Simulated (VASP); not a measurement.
Wanted: the native input for a VASP 6.6.1 run.

* Task: single point
* Functional: LDA
* Potentials or basis: VASP PAW LDA potentials, release 64 (C)
* Cutoff: 520 eV
* k mesh: 4 × 4 × 4
* Occupations: fermi-dirac, width 0.36 eV
* Spin: no spin polarisation
* Dipole correction: no
* Further INCAR settings: LREAL = Auto; ALGO = Normal; EDIFF = 1e-07; NBANDS = 46

The structure of C lies in POSCAR:

```
C
1.0
    0.0000000000      3.6852400000      3.6852400000
    3.6852400000      0.0000000000      3.6852400000
    3.6852400000      3.6852400000      0.0000000000
C
16
Direct
    0.0348552604      0.0102164310     -0.0392240397
    0.0988538060      0.1334784166      0.1526630559
   -0.0221830871      0.0238654742      0.5188128860
    0.1830138607      0.1155827029      0.6127280720
   -0.0111254627      0.4848530896      0.0139475312
    0.0915001465      0.6455210515      0.1205348905
   -0.0194831273      0.5014870131      0.4800230107
    0.0829118321      0.6529154139      0.6246133223
    0.4725879454     -0.0152771597      0.0304186430
    0.6408130814      0.1341160956      0.0910252792
    0.5403718618      0.0146801837      0.4498485852
    0.6044789485      0.1357984826      0.6685453322
    0.5268177921      0.4620458912      0.0056305695
    0.6343820213      0.5601670448      0.1405742910
    0.5032508059      0.4989362972      0.5038749172
    0.6068261497      0.6316006556      0.6086713484
```

One way to write it, as run:

INCAR

```
SYSTEM = C
ALGO = Normal ; EDIFF = 1E-7
ENCUT = 520 ; GGA = CA
ISIF = 2 ; ISMEAR = -1
LASPH = .TRUE. ; LCHARG = .TRUE.
LELF = .TRUE. ; LREAL = Auto
LVHAR = .TRUE. ; LWAVE = .FALSE.
NBANDS = 46 ; NELM = 100
PREC = Accurate ; SIGMA = 0.36
```

KPOINTS

```
k-points
0
G
  4 4 4
  0 0 0
```

Potentials or basis: VASP PAW LDA potentials, release 64 (C).

Launch:

```bash
$ cat potpaw_LDA.64/C/POTCAR > POTCAR
$ mpirun -np 1 vasp_std > vasp.out
```

It gave:

The pressure is -35.9 GPa, the largest force is 7.306 eV/Å and the band gap on the k mesh is 1.85 eV.

Caveat: the cell stands under tension; forces of over 1 eV/Å act on the atoms, so gaps and moduli don't describe the material at rest.

Run time: 3.1 min on 1 thread of AMD EPYC 9R45 96-Core Processor (Zen 5) (shared host), peak memory 0.21 GiB.
